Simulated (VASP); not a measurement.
A run of VASP 6.6.1:

File INCAR:

```
PREC = Accurate
ENCUT = 520
EDIFF = 1E-8
ISMEAR = 0
SIGMA = 0.15
LREAL = False
LASPH = True
NELM = 100
ALGO = Normal
ISIF = 2
LWAVE = False
LCHARG = False
GGA = PE
NBANDS = 19
IBRION = 8
NSW = 1
```

Contents of KPOINTS:

```
Automatic mesh
0
Gamma
  14 14 14
```

File POSCAR:

```
Ti
1.0
    0.0000000000     -3.2552372153      0.0000000000
   -3.2552372153      0.0000000000      0.0000000000
    0.0000000000      0.0000000000     -3.2552372153
Ti
2
Direct
    0.5000000000      0.5000000000      0.5000000000
    0.0000000000      0.0000000000      0.0000000000
```

Potentials or basis: VASP PAW PBE potentials, release 64 (Ti_sv).

Launch:

```bash
$ cat potpaw_PBE.64/Ti_sv/POTCAR > POTCAR
$ mpirun -np 1 vasp_std > vasp.out
```

Hardware: 1 thread of Intel(R) Xeon(R) 6975P-C (Granite Rapids) (shared host).

How long does it take, and how much memory?

Wall time 2.3 min on 1 thread of Intel(R) Xeon(R) 6975P-C (Granite Rapids) (shared host), peak memory 0.43 GiB. Counts: scf iterations 42, k points 120.
